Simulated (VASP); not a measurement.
# SiC8 in VASP: single point with PBE+D3(BJ)

Aim: the single point of SiC8 with PBE+D3(BJ).

Everything below comes from runs of VASP 6.6.1. Logs are shortened: lines on timing, memory, paths and dates and some standing lists are left out, and cuts for length are marked.

## Step 1: The cell of the first run

The cell holds a slab with vacuum, 9 atoms: a = 4.931 Å, b = 4.931 Å, c = 17.400 Å, α = 90.00°, β = 90.00°, γ = 120.00°.

## Step 2: Single point, PBE+D3(BJ), collinear spin

The input, INCAR:

```
SYSTEM = SiC8
PREC     = Accurate       ! precision mode
ENCUT    = 520            ! plane-wave cutoff, eV
EDIFF    = 1E-6           ! SCF threshold, eV
ISMEAR   = 0              ! smearing method
SIGMA    = 0.1            ! smearing width, eV
LREAL    = .False.        ! projectors in reciprocal space
LASPH    = .True.         ! aspherical terms in the spheres
NELM     = 150            ! most SCF steps
ALGO     = Normal         ! electronic algorithm
ISIF     = 2              ! what is computed and relaxed
LWAVE    = .False.        ! write WAVECAR
LCHARG   = .True.         ! write CHGCAR
ISPIN    = 2              ! spin polarisation
MAGMOM   = 0 0 0 0 0 0 0 0 2 ! initial moments
LORBIT   = 11             ! projections on sites
LDIPOL   = .True.       
IDIPOL   = 3            
DIPOL    = 0.5 0.5 0.246
GGA      = PE             ! functional
IVDW     = 12             ! dispersion correction
LELF     = .True.         ! ELF
LVHAR    = .True.       
LVACPOTAV= .True.       
NBANDS   = 32             ! bands
```

The input, KPOINTS:

```
regular mesh
0
Gamma
  6 6 1
  0 0 0
```

The input, POSCAR:

```
SiC8
1.0
    4.9313048819      0.0000000000      0.0000000000
   -2.4656524409      4.2706353015      0.0000000000
    0.0000000000      0.0000000000     17.4000331942
C Si
8 1
Direct
    0.3333333333      0.1666666667      0.2298865266
    0.3333333333      0.6666666667      0.2298865266
    0.8333333333      0.1666666667      0.2298865266
    0.8333333333      0.6666666667      0.2298865266
    0.1666666667      0.3333333333      0.2298846189
    0.1666666667      0.8333333333      0.2298846189
    0.6666666667      0.3333333333      0.2298846189
    0.6666666667      0.8333333333      0.2298846189
    0.3333333333      0.1666666667      0.3735644134
```

Potentials or basis: VASP PAW PBE potentials, release 64 (C, Si).

Started as:

```console
cat potpaw_PBE.64/C/POTCAR potpaw_PBE.64/Si/POTCAR > POTCAR
mpirun -np 1 vasp_std > vasp.out
```

OUTCAR:

```text
SYSTEM = SiC8
   PREC = Accurate
   ENCUT = 520
   EDIFF = 1E-6
   ISMEAR = 0
   LREAL = .False.
   LASPH = .True.
   NELM = 150
   ISIF = 2
   ISPIN = 2
   LORBIT = 11
   GGA = PE
   IVDW = 12
 IVDW          = 12

 ion  position               nearest neighbor table
   1  0.333  0.167  0.230-   5 1.42   6 1.42   7 1.42   9 2.50
   2  0.333  0.667  0.230-   6 1.42   5 1.42   8 1.42
   3  0.833  0.167  0.230-   7 1.42   8 1.42   5 1.42
   4  0.833  0.667  0.230-   8 1.42   7 1.42   6 1.42
   5  0.167  0.333  0.230-   1 1.42   2 1.42   3 1.42
   6  0.167  0.833  0.230-   2 1.42   1 1.42   4 1.42
   7  0.667  0.333  0.230-   3 1.42   4 1.42   1 1.42
   8  0.667  0.833  0.230-   4 1.42   3 1.42   2 1.42
   9  0.333  0.167  0.374-   1 2.50

  LATTYP: Found a hexagonal cell.
 ALAT       =     4.9313048819
 C/A-ratio  =     3.5284845717

  Lattice vectors:

 A1 = (   4.9313048819,   0.0000000000,   0.0000000000)
 A2 = (  -2.4656524409,   4.2706353015,   0.0000000000)
 A3 = (   0.0000000000,   0.0000000000,  17.4000331942)

Analysis of symmetry for initial positions (statically):
=====================================================================
 Subroutine PRICEL returns:
 Original cell was already a primitive cell.

 Routine SETGRP: Setting up the symmetry group for a
 hexagonal supercell.

 Subroutine GETGRP returns: Found  6 space group operations
 (whereof  2 operations were pure point group operations)
 out of a pool of 24 trial point group operations.

The static configuration has the point symmetry C_1h.
 The point group associated with its full space group is C_3v.

Analysis of symmetry for dynamics (positions and initial velocities):
=====================================================================
 Subroutine PRICEL returns:
 Original cell was already a primitive cell.

 Routine SETGRP: Setting up the symmetry group for a
 hexagonal supercell.

 Subroutine GETGRP returns: Found  6 space group operations
 (whereof  2 operations were pure point group operations)
 out of a pool of 24 trial point group operations.

The dynamic configuration has the point symmetry C_1h.
 The point group associated with its full space group is C_3v.

Analysis of structural, dynamic, and magnetic symmetry:
=====================================================================
 Subroutine PRICEL returns:
 Original cell was already a primitive cell.

 Routine SETGRP: Setting up the symmetry group for a
 hexagonal supercell.

 Subroutine GETGRP returns: Found  6 space group operations
 (whereof  2 operations were pure point group operations)
 out of a pool of 24 trial point group operations.

The overall configuration has the point symmetry C_1h.
 The point group associated with its full space group is C_3v.

 Subroutine INISYM returns: Found  6 space group operations
 (whereof  2 operations are pure point group operations),
 and found     1 'primitive' translations

----------------------------------------------------------------------------------------

                                     Primitive cell

  volume of cell :     366.4413

  direct lattice vectors                    reciprocal lattice vectors
     4.931304882  0.000000000  0.000000000     0.202786083  0.117078599  0.000000000
    -2.465652441  4.270635301  0.000000000     0.000000000  0.234157199  0.000000000
     0.000000000  0.000000000 17.400033194     0.000000000  0.000000000  0.057471155

  length of vectors
     4.931304882  4.931304882 17.400033194     0.234157199  0.234157199  0.057471155

  position of ions in fractional coordinates (direct lattice)
     0.333333333  0.166666667  0.229886527
     0.333333333  0.666666667  0.229886527
     0.833333333  0.166666667  0.229886527
     0.833333333  0.666666667  0.229886527
     0.166666667  0.333333333  0.229884619
     0.166666667  0.833333333  0.229884619
     0.666666667  0.333333333  0.229884619
     0.666666667  0.833333333  0.229884619
     0.333333333  0.166666667  0.373564413

  ion indices of the primitive-cell ions
   primitive index   ion index
                 1           1
                 2           2
                 3           3
                 4           4
                 5           5
                 6           6
                 7           7
                 8           8
                 9           9

----------------------------------------------------------------------------------------

 KPOINTS: regular mesh

[... 23 lines left out ...]
            Coordinates               Weight
  0.000000  0.000000  0.000000      1.000000
  0.166667 -0.000000  0.000000      6.000000
  0.333333 -0.000000  0.000000      6.000000
  0.500000 -0.000000  0.000000      3.000000
  0.166667  0.166667  0.000000      6.000000
  0.333333  0.166667  0.000000     12.000000
  0.333333  0.333333  0.000000      2.000000
   k-points           NKPTS =      7   k-points in BZ     NKDIM =      7   number of bands    NBANDS=     32
   number of dos      NEDOS =    301   number of ions     NIONS =      9
   total plane-waves  NPLWV = 224000
   dimension x,y,z NGX =    40 NGY =   40 NGZ =  140
   dimension x,y,z NGXF=    80 NGYF=   80 NGZF=  280
   ions per type =               8   1
   NGX,Y,Z   is equivalent  to a cutoff of  13.48, 13.48, 13.38 a.u.
   NGXF,Y,Z  is equivalent  to a cutoff of  26.97, 26.97, 26.75 a.u.
 SYSTEM =  SiC8
   PREC   = accura    normal or accurate (medium, high low for compatibility)
   ISTART =      0    job   : 0-new  1-cont  2-samecut
   ICHARG =      2    charge: 1-file 2-atom 10-const
   ISPIN  =      2    spin polarized calculation?
   LNONCOLLINEAR =      F non collinear calculations
   LSORBIT =      F    spin-orbit coupling
   LASPH  =      T    aspherical Exc in radial PAW
   ENCUT  =  520.0 eV  38.22 Ry    6.18 a.u.   9.17  9.17 32.35*2*pi/ulx,y,z
   NELM   =    150;   NELMIN=  2; NELMDL= -5     # of ELM steps
   EDIFF  = 0.1E-05   stopping-criterion for ELM
   LREAL  =      F    real-space projection
   EDIFFG = 0.1E-04   stopping-criterion for IOM
   NSW    =      0    number of steps for IOM
   IBRION =     -1    ionic relax: 0-MD 1-quasi-New 2-CG
   NFREE  =      0    steps in history (QN), initial steepest desc. (CG)
   ISIF   =      2    stress and relaxation
   ISYM   =      2    0-nonsym 1-usesym 2-fastsym
   POTIM  = 0.5000    time-step for ionic-motion
   TEBEG  =    0.0;   TEEND  =   0.0 temperature during run
   PSTRESS=    0.0 pullay stress
   NELECT =      36.0000    total number of electrons
   NUPDOWN=      -1.0000    fix difference up-down
   EMIN   =  10.00;   EMAX   =-10.00  energy-range for DOS
   EFERMI =   0.00;   METHOD = LEGACY
   ISMEAR =     0;   SIGMA  =   0.10  broadening in eV -4-tet -1-fermi 0-gaus
   EFERMI_NEDOS =   21; number of points for ismear=-14 and -15
   IALGO  =     38    algorithm
   IMIX   =      4    mixing-type and parameters
     AMIX     =   0.40;   BMIX     =  1.00
     AMIX_MAG =   1.60;   BMIX_MAG =  1.00
  volume/ion in A,a.u.               =      40.72       274.76
  Fermi-wavevector in a.u.,A,eV,Ry     =   0.755395  1.427490  7.763781  0.570622
  Thomas-Fermi vector in A             =   1.853280
   LORBIT       =     11    0 simple, 1 ext, 2 COOP (PROOUT), +10 PAW based schemes
   GGA     = PE    functional components
   LHFCALC =     F    Hartree Fock is set to
   AEXX    =    0.0000 exact exchange contribution
   IVDW    =    12    specifies the selected vdW correction
   LEPSILON=     F    determine dielectric tensor
   LRPA    =     F    only Hartree local field effects (RPA)
 spin polarized calculation
 Gauss-broadening in eV      SIGMA  =   0.10
  energy-cutoff  :      520.00
  volume of cell :      366.44
 maximum number of plane-waves:      9900
 NGX is ok and might be reduce to    40
   NGX = 19   NGY = 19   NGZ = 65

 dipolmoment           0.000000      0.000000     -0.001750 electrons x Angstroem

 number of electron      35.9999997 magnetization       1.8886778

 dipolmoment           0.000000      0.000000      0.011654 electrons x Angstroem

 Free energy of the ion-electron system (eV)
  ---------------------------------------------------
  ext. energy  EPLUGINS =         0.00000000
  ---------------------------------------------------
  free energy    TOTEN  =       -75.07225582 eV

  energy without entropy =      -75.06509011  energy(sigma->0) =      -75.06867296

 E-fermi :  -1.3278     XC(G=0):  -3.3016

 val. band max:       -1.3509298860   @ k =   0.3333  -0.0000   0.0000
 cond. band min:      -1.3029632243   @ k =   0.5000  -0.0000   0.0000
 fundamental gap:      0.0479666618
 Fermi energy:        -1.3278441670

 spin component 1

 k-point     1 :       0.0000    0.0000    0.0000
  band No.  band energies     occupation
      1     -21.6592      1.00000
      2     -16.5144      1.00000
      3     -16.3587      1.00000
      4     -16.3587      1.00000
      5     -15.3519      1.00000
      6     -15.3519      1.00000
[... 220 lines left out ...]
     29       4.3859      0.00000
     30       4.9820      0.00000
 Fermi energy:        -1.3278441670

 spin component 2

 k-point     1 :       0.0000    0.0000    0.0000
  band No.  band energies     occupation
      1     -21.6140      1.00000
      2     -16.4749      1.00000
      3     -16.3097      1.00000
      4     -16.3097      1.00000
      5     -15.3108      1.00000
      6     -15.3108      1.00000
[... 220 lines left out ...]
     29       4.7068      0.00000
     30       5.1194      0.00000
 [bands above 30 left out]

------------------------ aborting loop because EDIFF is reached ----------------------------------------

 Edisp (eV)   -1.03918

 E8    (eV) :    -0.3457

  FORCE on cell =-STRESS in cart. coord.  units (eV):
  Direction    XX          YY          ZZ          XY          YZ          ZX
  --------------------------------------------------------------------------------------
  -------------------------------------------------------------------------------------
  Total       1.89394     1.89394    -0.88713     0.00000     0.00000     0.00000
  in kB       8.28082     8.28082    -3.87875     0.00000     0.00000     0.00000
  external pressure =        4.23 kB  Pullay stress =        0.00 kB

 VOLUME and BASIS-vectors are now :
 -----------------------------------------------------------------------------
  energy-cutoff  :      520.00
  volume of cell :      366.44
      direct lattice vectors                 reciprocal lattice vectors
     4.931304882  0.000000000  0.000000000     0.202786083  0.117078599  0.000000000
    -2.465652441  4.270635301  0.000000000     0.000000000  0.234157199  0.000000000
     0.000000000  0.000000000 17.400033194     0.000000000  0.000000000  0.057471155

 POSITION                                       TOTAL-FORCE (eV/Angst)
 -----------------------------------------------------------------------------------
      1.23283      0.71177      4.00003         0.000000     -0.000000      0.394556
     -0.00000      2.84709      4.00003         0.140898      0.081348     -0.144970
      3.69848      0.71177      4.00003        -0.000000     -0.162695     -0.144970
      2.46565      2.84709      4.00003        -0.140898      0.081348     -0.144970
      0.00000      1.42355      4.00000        -0.478256      0.276121      0.169413
     -1.23283      3.55886      4.00000        -0.000000     -0.552243      0.169413
      2.46565      1.42355      4.00000         0.478256      0.276121      0.169413
      1.23283      3.55886      4.00000         0.000000     -0.000000     -0.134207
      1.23283      0.71177      6.50003         0.000000     -0.000000     -0.333679
 -----------------------------------------------------------------------------------
    total drift:                               -0.000000      0.000000     -0.000085

  FREE ENERGIE OF THE ION-ELECTRON SYSTEM (eV)
  ---------------------------------------------------
  free  energy   TOTEN  =       -76.1114336702 eV

  energy  without entropy=      -76.1042679571  energy(sigma->0) =      -76.10785081

 vacuum level on the upper side and lower side of the slab         2.337         2.238

 total charge

# of ion       s       p       d       tot
------------------------------------------
    1        0.864   1.792   0.000   2.656
    2        0.861   1.793   0.000   2.653
    3        0.861   1.793   0.000   2.653
    4        0.861   1.793   0.000   2.653
    5        0.864   1.783   0.000   2.647
    6        0.864   1.783   0.000   2.647
    7        0.864   1.783   0.000   2.647
    8        0.863   1.782   0.000   2.645
    9        0.953   0.561   0.000   1.514
--------------------------------------------------
tot          7.853  14.863   0.000  22.716

 magnetization (x)

# of ion       s       p       d       tot
------------------------------------------
    1        0.000   0.008   0.000   0.008
    2        0.003   0.041   0.000   0.044
    3        0.003   0.041   0.000   0.044
    4        0.003   0.041   0.000   0.044
    5       -0.000  -0.004   0.000  -0.004
    6       -0.000  -0.004   0.000  -0.004
    7       -0.000  -0.004   0.000  -0.004
    8       -0.000   0.006   0.000   0.006
    9        0.008   0.475   0.000   0.483
--------------------------------------------------
tot          0.016   0.600   0.000   0.617
```

It took 4.2 min on 1 thread of Intel Xeon 6975P-C (Granite Rapids), shared host; peak memory 0.72 GiB.

Results:

```
Free energy                                           : -76.1114 eV
Largest force                                         : 0.578 eV/Å
Net moment                                            : 1.89 μB per cell
Site moments                                          : C +0.01, +0.04, -0.00 (each value once); Si +0.48 μB
Valence electrons inside the program's atomic spheres : C 2.66, 2.65 (each value once); Si 1.51
Dispersion energy per atom                            : -0.115 eV
```

Forces in eV/Å, atoms in the order of the input:
```
C    0.000  0.000  0.395
C    0.141  0.081 -0.145
C    0.000 -0.163 -0.145
C   -0.141  0.081 -0.145
C   -0.478  0.276  0.169
C    0.000 -0.552  0.169
C    0.478  0.276  0.169
C    0.000  0.000 -0.134
Si   0.000  0.000 -0.334
```

Levels at points of the mesh, in eV from the Fermi level:
Spin up:
```
           k point  band 16  band 17  band 18  band 19  band 20  band 21  band 22  band 23
(0.00, 0.00, 0.00)    -3.27    -3.27    -0.40    -0.40     0.08     1.25     1.50     1.50
(0.50, 0.00, 0.00)    -3.74    -3.73    -0.97     0.02     0.80     2.01     2.05     4.68
```
Spin down:
```csv
k point,band 14,band 15,band 16,band 17,band 18,band 19,band 20,band 21
"(0.00, 0.00, 0.00)",-3.77,-3.36,-3.12,-3.12,0.35,0.46,0.46,1.58
"(0.50, 0.00, 0.00)",-5.71,-5.02,-3.55,-3.53,0.50,1.24,1.55,2.28
```

Caveat: a moment this small can come from the mesh or the smearing.
